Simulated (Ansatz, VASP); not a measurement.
Two plane-wave programs on Tl2SbBr2Cl

```xyz
6
Lattice="2.0352 1.1750 14.3930 -2.0352 1.1750 14.3930 0.0000 -2.3501 14.3930" Properties=species:S:1:pos:R:3 pbc="T T T"
Tl    0.0000    0.0000   12.2404
Tl    0.0000    0.0000   30.9386
Sb    0.0000    0.0000   21.5895
Br    0.0000    0.0000   18.7967
Br    0.0000    0.0000   24.3824
Cl    0.0000    0.0000    0.0000
```

Change from the starting cell: species swapped into the Ba2CuClO2 type (R-3m, No. 166).

Alike in both runs: functional PBE; k mesh 3 × 3 × 3; occupations gaussian, width 0.15 eV; no spin polarisation.

Ansatz relaxed the structure, and its values are those at the end. VASP's run is a single point on that final structure, the one shown.

|  | VASP | Ansatz |
| --- | --- | --- |
| version | VASP 6.6.1 | Ansatz 0.2.0 |
| potentials or method | VASP PAW PBE potentials, release 64 (Tl_d, Sb, Br, Cl), cutoff 520 eV | scalar-relativistic, plane waves, PAW |
| valence electrons in the cell | 52 | 62 |

|  | VASP | Ansatz | Ansatz less VASP |
| --- | --- | --- | --- |
| gap on the k mesh at the Fermi level (eV) | none | none | - |
| pressure (GPa) | 0.0 | 0.0 | +0.05 |
| rms of the force components (eV/Å) | 0.014 | 0.014 | -0.0008 |

A gap of «none» marks a metal or a gap that the smearing closes. VASP's potentials hold 52 valence electrons a cell and Ansatz's 62, so a difference there can come from the potentials and not from the codes.

The k mesh is coarse, so the values compare programs but aren't converged. Spin-orbit coupling is off throughout.
